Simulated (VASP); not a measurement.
Write the native input for VASP 6.6.1 that does the following.

| Item | Value |
| --- | --- |
| Task | single point |
| Functional | PBEsol |
| Potentials or basis | VASP PAW PBE potentials, release 64 (Ti_sv, Sb) |
| Cutoff | 520 eV |
| k mesh | 3 × 3 × 1 |
| Occupations | gaussian, width 0.05 eV |
| Spin | no spin polarisation |
| Dipole correction | no |
| Further INCAR settings | LREAL = Auto; ALGO = Normal; EDIFF = 1e-06; NBANDS = 112 |

The structure of Ti16Sb lies in POSCAR:

```
Ti16Sb
1.0
    5.9000000000      0.0000000000      0.0000000000
    2.9500000000      5.1095500000      0.0000000000
    0.0000000000      0.0000000000     19.0269000000
Ti Sb
16 1
Direct
   -0.1666667000      0.3333333000      0.0525572000
    0.3333333000      0.3333333000      0.0525572000
   -0.1666667000      0.8333333000      0.0525572000
    0.3333333000      0.8333333000      0.0525572000
   -0.0029366159      0.0014311690      0.1620848779
    0.5015358074      0.0014604307      0.1620922043
   -0.0000437336      0.5000632882      0.1643452265
    0.5013411097      0.4973248127      0.1619799817
   -0.1609229357      0.3384536129      0.2889818470
    0.3224180708      0.3384336055      0.2889892862
   -0.1609755557      0.8218498281      0.2894204305
    0.3330507478      0.8340715354      0.2833413959
    0.0051955295     -0.0023179389      0.3982299640
    0.4971836548     -0.0021533073      0.3982937052
    0.0006785124      0.4987134656      0.4099328598
    0.4968507686      0.5062098571      0.3976208454
    0.6646790118      0.1713885221      0.5108085756
```

These files were run (other wordings do the same):

INCAR

```
SYSTEM = Ti16Sb
ALGO = Normal
EDIFF = 1E-6
ENCUT = 520
GGA = PS
ISIF = 2
ISMEAR = 0
LASPH = .TRUE.
LCHARG = .FALSE.
LREAL = Auto
LWAVE = .FALSE.
NBANDS = 112
NELM = 60
PREC = Accurate
SIGMA = 0.05
```

KPOINTS

```
k-points
0
G
  3 3 1
  0 0 0
```

Potentials or basis: VASP PAW PBE potentials, release 64 (Ti_sv, Sb).

Launch:

```bash
$ cat potpaw_PBE.64/Ti_sv/POTCAR potpaw_PBE.64/Sb/POTCAR > POTCAR
$ mpirun -np 1 vasp_std > vasp.out
```

Results of the run:

```json
{
  "Largest force": "0.058 eV/Å"
}
```

Caveat: the k points lie up to 0.41 Å⁻¹ apart; the PAW data sets were made with another functional, which shifts forces and pressure a little.

Wall time 23 min on 1 thread of Intel(R) Xeon(R) Platinum 8488C (Sapphire Rapids) (shared host), peak memory 0.76 GiB.
